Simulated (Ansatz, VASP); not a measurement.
**WC: VASP beside Ansatz**

The input INCAR:

```
PREC = Accurate
ENCUT = 520
EDIFF = 1E-6
ISMEAR = 1
SIGMA = 0.05
LREAL = F
LASPH = T
NELM = 100
ALGO = Normal
ISIF = 2
LWAVE = F
LCHARG = F
GGA = PS
NBANDS = 16
```

KPOINTS

```
regular mesh
0
Gamma
  11 11 11
```

Contents of POSCAR:

```
WC
1.0
    0.0000000000      2.2215343616      2.2215343616
    2.2215343616      0.0000000000      2.2215343616
    2.2215343616      2.2215343616      0.0000000000
W C
1 1
Direct
    0.0000000000      0.0000000000      0.0000000000
    0.5000000000      0.5000000000      0.5000000000
```

Input for Ansatz:

```yaml
crystal:
  lattice:
    - [0.0, 2.2215343615684264, 2.2215343615684264]
    - [2.2215343615684264, 0.0, 2.2215343615684264]
    - [2.2215343615684264, 2.2215343615684264, 0.0]
  atoms:
    - { symbol: W, position: [0.0, 0.0, 0.0] }
    - { symbol: C, position: [0.5, 0.5, 0.5] }
basis:
  ecutwfc: 500.0
kpoints:
  mp_grid:
    grid: [11, 11, 11]
hamiltonian:
  xc: pbesol
  pseudopotentials:
    kind: paw
scf:
  occupations:
    method: cold
    width: 0.05
output:
  stress: true
```

Alike in both runs: task single point; functional PBEsol; k mesh 11 × 11 × 11; no spin polarisation.

|  | VASP | Ansatz |
| --- | --- | --- |
| version | VASP 6.6.1 | Ansatz 0.2.0 |
| potentials or method | VASP PAW PBE potentials, release 64 (W_sv, C), cutoff 520 eV | plane waves, PAW |
| occupations | methfessel-paxton of order 1, width 0.05 eV | cold, width 0.05 eV |
| valence electrons in the cell | 18 | 18 |

```csv
,VASP,Ansatz,Ansatz less VASP
pressure (GPa),-21.6,-22.4,-0.86
```

VASP's potentials were made for PBE, not for PBEsol.

Neither program's run includes spin-orbit coupling.
